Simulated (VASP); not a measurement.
# HgTe (Coloradoite) (F-43m) in VASP: single point with PBE

Aim: the single point of HgTe (Coloradoite) with PBE.

Program: VASP 6.6.1. These are calculated values, not measurements. Logs are shortened: lines on timing, memory, paths and dates and some standing lists are left out, and cuts for length are marked.

### Step 1. The cell of the first run

The structure is cubic, space group F-43m (No. 216). The conventional cell has a = 6.429 Å, b = 6.429 Å, c = 6.429 Å, α = 90.00°, β = 90.00°, γ = 90.00°. Within 3.7 Å of Hg (site symmetry -43m) lie 4 Te at 2.78 Å. Within 3.7 Å of Te (site symmetry -43m) lie 4 Hg at 2.78 Å.

### Step 2. Single point, PBE

Input file INCAR:

```
  ALGO = Normal
  EDIFF = 1E-6
  ENCUT = 520
  GGA = PE
  ISIF = 2
  ISMEAR = 1
  LASPH = T
  LCHARG = T
  LELF = T
  LREAL = F
  LVHAR = T
  LWAVE = F
  NBANDS = 16
  NELM = 60
  PREC = Accurate
  SIGMA = 0.1
```

Input file KPOINTS:

```
k-points
0
Gamma
  4 4 4
```

Input file POSCAR:

```
HgTe
1.0
    0.0000000000      3.2145000000      3.2145000000
    3.2145000000      0.0000000000      3.2145000000
    3.2145000000      3.2145000000      0.0000000000
Hg Te
1 1
Direct
    0.0000000000      0.0000000000      0.0000000000
    0.2500000000      0.2500000000      0.2500000000
```

Potentials or basis: VASP PAW PBE potentials, release 64 (Hg, Te).

The run is started by

```sh
$ cat potpaw_PBE.64/Hg/POTCAR potpaw_PBE.64/Te/POTCAR > POTCAR
$ mpirun -np 1 vasp_std > vasp.out
```

OUTCAR:

```text
EDIFF = 1E-6
   ENCUT = 520
   GGA = PE
   ISIF = 2
   ISMEAR = 1
   LASPH = T
   LREAL = F
   NELM = 60
   PREC = Accurate

 ion  position               nearest neighbor table
   1  0.000  0.000  0.000-   2 2.78   2 2.78   2 2.78   2 2.78
   2  0.250  0.250  0.250-   1 2.78   1 2.78   1 2.78   1 2.78

  LATTYP: Found a face centered cubic cell.
 ALAT       =     6.4290000000

  Lattice vectors:

 A1 = (   0.0000000000,   3.2145000000,   3.2145000000)
 A2 = (   3.2145000000,   0.0000000000,   3.2145000000)
 A3 = (   3.2145000000,   3.2145000000,   0.0000000000)

Analysis of symmetry for initial positions (statically):
=====================================================================
 Subroutine PRICEL returns:
 Original cell was already a primitive cell.

 Routine SETGRP: Setting up the symmetry group for a
 face centered cubic supercell.

 Subroutine GETGRP returns: Found 24 space group operations
 (whereof 24 operations were pure point group operations)
 out of a pool of 48 trial point group operations.

The static configuration has the point symmetry T_d .

Analysis of symmetry for dynamics (positions and initial velocities):
=====================================================================
 Subroutine PRICEL returns:
 Original cell was already a primitive cell.

 Routine SETGRP: Setting up the symmetry group for a
 face centered cubic supercell.

 Subroutine GETGRP returns: Found 24 space group operations
 (whereof 24 operations were pure point group operations)
 out of a pool of 48 trial point group operations.

The dynamic configuration has the point symmetry T_d .

 Subroutine INISYM returns: Found 24 space group operations
 (whereof 24 operations are pure point group operations),
 and found     1 'primitive' translations

----------------------------------------------------------------------------------------

                                     Primitive cell

  volume of cell :      66.4309

  direct lattice vectors                    reciprocal lattice vectors
     0.000000000  3.214500000  3.214500000    -0.155545186  0.155545186  0.155545186
     3.214500000  0.000000000  3.214500000     0.155545186 -0.155545186  0.155545186
     3.214500000  3.214500000  0.000000000     0.155545186  0.155545186 -0.155545186

  length of vectors
     4.545989496  4.545989496  4.545989496     0.269412165  0.269412165  0.269412165

[... 55 lines left out ...]
   ISTART =      0    job   : 0-new  1-cont  2-samecut
   ICHARG =      2    charge: 1-file 2-atom 10-const
   ISPIN  =      1    spin polarized calculation?
   LNONCOLLINEAR =      F non collinear calculations
   LSORBIT =      F    spin-orbit coupling
   LASPH  =      T    aspherical Exc in radial PAW
   ENCUT  =  520.0 eV  38.22 Ry    6.18 a.u.   8.45  8.45  8.45*2*pi/ulx,y,z
   NELM   =     60;   NELMIN=  2; NELMDL= -5     # of ELM steps
   EDIFF  = 0.1E-05   stopping-criterion for ELM
   LREAL  =      F    real-space projection
[... 7 lines left out ...]
   TEBEG  =    0.0;   TEEND  =   0.0 temperature during run
   PSTRESS=    0.0 pullay stress
   NELECT =      18.0000    total number of electrons
   NUPDOWN=      -1.0000    fix difference up-down
   EMIN   =  10.00;   EMAX   =-10.00  energy-range for DOS
   EFERMI =   0.00;   METHOD = LEGACY
   ISMEAR =     1;   SIGMA  =   0.10  broadening in eV -4-tet -1-fermi 0-gaus
   EFERMI_NEDOS =   21; number of points for ismear=-14 and -15
   IALGO  =     38    algorithm
   IMIX   =      4    mixing-type and parameters
     AMIX     =   0.40;   BMIX     =  1.00
     AMIX_MAG =   1.60;   BMIX_MAG =  1.00
  volume/ion in A,a.u.               =      33.22       224.15
  Fermi-wavevector in a.u.,A,eV,Ry     =   1.059357  2.001894 15.268958  1.122237
  Thomas-Fermi vector in A             =   2.194699
   LORBIT       =      0    0 simple, 1 ext, 2 COOP (PROOUT), +10 PAW based schemes
   GGA     = PE    functional components
   LHFCALC =     F    Hartree Fock is set to
   AEXX    =    0.0000 exact exchange contribution
   IVDW    =     0    specifies the selected vdW correction
   LEPSILON=     F    determine dielectric tensor
   LRPA    =     F    only Hartree local field effects (RPA)
 non-spin polarized calculation
 Methfessel and Paxton  Order N= 1 SIGMA  =   0.10
  energy-cutoff  :      520.00
  volume of cell :       66.43
 maximum number of plane-waves:      1812
 NGX is ok and might be reduce to    36
   NGX = 17   NGY = 17   NGZ = 17

 number of electron      18.0000000 magnetization

 Free energy of the ion-electron system (eV)
  ---------------------------------------------------
  ext. energy  EPLUGINS =         0.00000000
  ---------------------------------------------------
  free energy    TOTEN  =        -3.46005274 eV

  energy without entropy =       -3.45888600  energy(sigma->0) =       -3.45966383

 E-fermi :   3.3208     XC(G=0):  -8.8020

 val. band max:        3.3006687336   @ k =   0.0000   0.0000   0.0000
 cond. band min:       3.9964036468   @ k =   0.5000   0.0000   0.0000
 fundamental gap:      0.6957349132
 Fermi energy:         3.3208088633

 k-point     1 :       0.0000    0.0000    0.0000
  band No.  band energies     occupation
      1      -8.8005      2.00000
      2      -4.1750      2.00000
      3      -4.1750      2.00000
      4      -4.1750      2.00000
      5      -3.6297      2.00000
      6      -3.6297      2.00000
[... 129 lines left out ...]
      3      -3.8961      2.00000
      4      -3.6826      2.00000
      5      -3.6723      2.00000
      6      -2.9768      2.00000
[... 8 lines left out ...]
     15      14.3902      0.00000
     16      14.4528      0.00000

------------------------ aborting loop because EDIFF is reached ----------------------------------------

  FORCE on cell =-STRESS in cart. coord.  units (eV):
  Direction    XX          YY          ZZ          XY          YZ          ZX
  --------------------------------------------------------------------------------------
  -------------------------------------------------------------------------------------
  Total        2.1087954      2.1087954      2.1087954      0.0000000      0.0000000     -0.0000000
  in kB       50.8598106     50.8598106     50.8598106      0.0000000      0.0000000     -0.0000000
  external PRESSURE =      50.8598106 kB  Pullay stress =       0.0000000 kB

 VOLUME and BASIS-vectors are now :
 -----------------------------------------------------------------------------
  energy-cutoff  :      520.00
  volume of cell :       66.43
      direct lattice vectors                 reciprocal lattice vectors
     0.000000000  3.214500000  3.214500000    -0.155545186  0.155545186  0.155545186
     3.214500000  0.000000000  3.214500000     0.155545186 -0.155545186  0.155545186
     3.214500000  3.214500000  0.000000000     0.155545186  0.155545186 -0.155545186

 POSITION                                       TOTAL-FORCE (eV/Angst)
 -----------------------------------------------------------------------------------
      0.00000      0.00000      0.00000        -0.000000     -0.000000     -0.000000
      1.60725      1.60725      1.60725         0.000000      0.000000      0.000000
 -----------------------------------------------------------------------------------
    total drift:                               -0.000000     -0.000000     -0.000000

  FREE ENERGIE OF THE ION-ELECTRON SYSTEM (eV)
  ---------------------------------------------------
  free  energy   TOTEN  =        -3.4600527444 eV

  energy  without entropy=       -3.4588859976  energy(sigma->0) =       -3.45966383
```

stdout:

```text
POSCAR found type information on POSCAR HgTe
 POSCAR found :  2 types and       2 ions
 scaLAPACK will be used
 LDA part: xc-table for (Slater+PW92), standard interpolation
 POSCAR, INCAR and KPOINTS ok, starting setup
 FFT: planning ... GRIDC
 FFT: planning ... GRID_SOFT
 FFT: planning ... GRID
 WAVECAR not read
 entering main loop
```

Wall time 11 s (1 thread of Intel Xeon 6975P-C, shared host); peak memory 0.2 GiB.

What came out:

| Property | Result |
| --- | --- |
| Free energy | -3.4601 eV |
| Pressure | 5.1 GPa |
| Band gap on the k mesh | zero (filled and empty bands touch) |

Caveat: the k points lie up to 0.42 Å⁻¹ apart; spin-orbit coupling is left out, which moves the levels of the heavy elements.
